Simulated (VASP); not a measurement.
Set up this calculation in VASP 6.6.1, as the native input.

| Quantity | Value |
| --- | --- |
| Task | relaxation of cell and atoms |
| Functional | LDA |
| Potentials or basis | VASP PAW LDA potentials, release 64 (Ni, Si) |
| Cutoff | 600 eV |
| k mesh | 6 × 6 × 6 |
| Occupations | fermi-dirac, width 0.05 eV |
| Spin | collinear spin, ferromagnetic start |
| Starting moments | [1.0, 1.0, 1.0, 1.0, 0.0, 0.0, 0.0, 0.0] μB |
| Dipole correction | no |
| Further INCAR settings | ALGO = Fast; EDIFF = 1e-06; IBRION = 2; EDIFFG = -0.01; NSW = 60; ISIF = 3 |

The structure of SiNi lies in POSCAR:

```
SiNi
1.0
    4.5036940000      0.0000000000      0.0000000000
    0.0000000000      4.5036940000      0.0000000000
    0.0000000000      0.0000000000      4.5036940000
Ni Si
4 4
Direct
    0.1495040000      0.1495040000      0.1495040000
    0.6495040000      0.3504960000      0.8504960000
    0.8504960000      0.6495040000      0.3504960000
    0.3504960000      0.8504960000      0.6495040000
    0.8468300000      0.8468300000      0.8468300000
    0.3468300000      0.6531700000      0.1531700000
    0.1531700000      0.3468300000      0.6531700000
    0.6531700000      0.1531700000      0.3468300000
```

The input as run:

INCAR

```
PREC     = Accurate       # precision mode
ENCUT    = 600            # plane-wave cutoff, eV
EDIFF    = 1E-6           # SCF threshold, eV
ISMEAR   = -1             # smearing method
SIGMA    = 0.05           # smearing width, eV
LREAL    = False          # projectors in reciprocal space
LASPH    = True           # aspherical terms in the spheres
NELM     = 150            # most SCF steps
ALGO     = Fast           # electronic algorithm
ISIF     = 3              # what is computed and relaxed
LWAVE    = False          # write WAVECAR
LCHARG   = False          # write CHGCAR
ISPIN    = 2              # spin polarisation
MAGMOM   = 1 1 1 1 0 0 0 0 # initial moments
LORBIT   = 11             # projections on sites
LMAXMIX  = 4              # l up to which the mixer works
IBRION   = 2              # ionic algorithm
NSW      = 60             # ionic steps
EDIFFG   = -0.01          # ionic threshold
```

KPOINTS

```
regular mesh
0
Gamma
  6 6 6
```

Potentials or basis: VASP PAW LDA potentials, release 64 (Ni, Si).

Run with:

```console
$ cat potpaw_LDA.64/Ni/POTCAR potpaw_LDA.64/Si/POTCAR > POTCAR
$ mpirun -np 1 vasp_std > vasp.out
```

Results of the run:

```json
{
 "Relaxed volume": "10.88 Å³/atom",
 "Relaxed cell": "a = 4.432 Å, b = 4.432 Å, c = 4.432 Å, α = 90.00°, β = 90.00°, γ = 90.00°",
 "Space group after relaxing (to 0.1 Å)": "P2_13 (No. 198)",
 "Energy gained by relaxing": "16.2 meV/atom",
 "Ionic steps": "12",
 "Pressure after relaxing": "-0.1 GPa",
 "Largest force after relaxing": "0.007 eV/Å",
 "Band gap on the k mesh": "zero (filled and empty bands overlap)",
 "Net moment": "0.00 μB per cell",
 "Valence electrons inside the program's atomic spheres": "Ni 9.68; Si 1.62"
}
```

Caveat: the moments typed at the start vanished in this run.

It took 21 min on 1 thread of Oxide Virtual Turin-like Processor, on a shared host, peak memory 0.25 GiB.
